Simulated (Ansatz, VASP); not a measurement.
## Two plane-wave programs on GaN

Contents of INCAR:

```
SYSTEM = GaN
  ALGO = Normal
  EDIFF = 1E-6
  ENCUT = 600
  GGA = PE
  GGA_COMPAT = .False.
  ISIF = 2
  ISMEAR = 0
  LASPH = .True.
  LCHARG = .False.
  LREAL = .False.
  LWAVE = .False.
  NBANDS = 16
  NELM = 120
  PREC = Accurate
  SIGMA = 0.1
```

The input KPOINTS:

```
k-points
0
Gamma
  6 6 6
  0 0 0
```

File POSCAR:

```
GaN
1.0
    0.0000000000      2.2535006075      2.2535006075
    2.2535006075      0.0000000000      2.2535006075
    2.2535006075      2.2535006075      0.0000000000
Ga N
1 1
Direct
    0.0000000000      0.0000000000      0.0000000000
    0.7500000000      0.7500000000      0.7500000000
```

Input for Ansatz:

```yaml
crystal:
  lattice:
    - [0.0, 2.2535006075, 2.2535006075]
    - [2.2535006075, 0.0, 2.2535006075]
    - [2.2535006075, 2.2535006075, 0.0]
  atoms:
    - { symbol: Ga, position: [0.0, 0.0, 0.0] }
    - { symbol: "N", position: [0.75, 0.75, 0.75] }
basis:
  xc_grid: 2
kpoints:
  mp_grid: { grid: [6, 6, 6] }
hamiltonian:
  xc: pbe
  pseudopotentials: { kind: nc }
scf:
  occupations: { method: gaussian, width: 0.1 }
  n_extra_bands: 5
output:
  forces: true
  stress: true
  eigenvalues: true
```

Alike in both runs: task single point; functional PBE; k mesh 6 × 6 × 6; occupations gaussian, width 0.1 eV; no spin polarisation.

|  | VASP | Ansatz |
| --- | --- | --- |
| version | VASP 6.6.1 | Ansatz 0.2.0 |
| potentials or method | VASP PAW PBE potentials, release 64 (Ga_d, N) | scalar-relativistic, plane waves, norm-conserving potentials |
| plane-wave cutoff (eV) | 600 | 1240 |
| valence electrons in the cell | 18 | 18 |

Ansatz gave:

| Quantity | Value |
| --- | --- |
| gap on the k mesh at the Fermi level (eV) | 1.74 |
| least direct gap on the mesh (eV) | 1.74 |
| pressure (GPa) | 5.3 |

Task: Estimate VASP's values.

Result: gap on the k mesh at the Fermi level (eV): 1.72; least direct gap on the mesh (eV): 1.72; pressure (GPa): 4.9.
